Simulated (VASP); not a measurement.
Set up this calculation in VASP 6.6.1, as the native input.

```
Task                   : electric field gradients
Functional             : LDA
Potentials or basis    : VASP PAW LDA potentials, release 64 (Hf_pv, C)
Cutoff                 : 520 eV
k mesh                 : 12 × 12 × 12
Occupations            : fermi-dirac, width 0.05 eV
Spin                   : no spin polarisation
Dipole correction      : no
Further INCAR settings : ALGO = Normal; EDIFF = 1e-08; NBANDS = 14
```

The structure of HfC lies in POSCAR:

```
HfC
1.0
    0.0000000000      2.3555956139      2.3555956139
    2.3555956139      0.0000000000      2.3555956139
    2.3555956139      2.3555956139      0.0000000000
Hf C
1 1
Direct
    0.5000000000      0.5000000000      0.5000000000
    0.0000000000      0.0000000000      0.0000000000
```

This cell differs from its parent crystal: volume scaled by 1.04.

The input as run:

INCAR

```
  PREC = Accurate
  ENCUT = 520
  EDIFF = 1E-8
  ISMEAR = -1
  SIGMA = 0.05
  LREAL = False
  LASPH = True
  NELM = 80
  ALGO = Normal
  ISIF = 2
  LWAVE = False
  LCHARG = False
  LEFG = True
  NBANDS = 14
```

KPOINTS

```
regular mesh
0
Gamma
  12 12 12
```

Potentials or basis: VASP PAW LDA potentials, release 64 (Hf_pv, C).

Launch:

```sh
$ cat potpaw_LDA.64/Hf_pv/POTCAR potpaw_LDA.64/C/POTCAR > POTCAR
$ mpirun -np 1 vasp_std > vasp.out
```

It gave:

```yaml
Pressure: -19.5 GPa
Band_gap_on_the_k_mesh: zero (band 7 reaches 6.55 eV, above the bottom of band 8 at 5.14 eV)
```

Caveat: without QUAD_EFG the Cq values of the log hold for a quadrupole moment of 1 mb, not for the nuclei; spin-orbit coupling is left out, which moves the levels of the heavy elements.

It took 14 s on 1 thread of Intel(R) Xeon(R) 6975P-C (Granite Rapids) (shared host), peak memory 0.16 GiB.
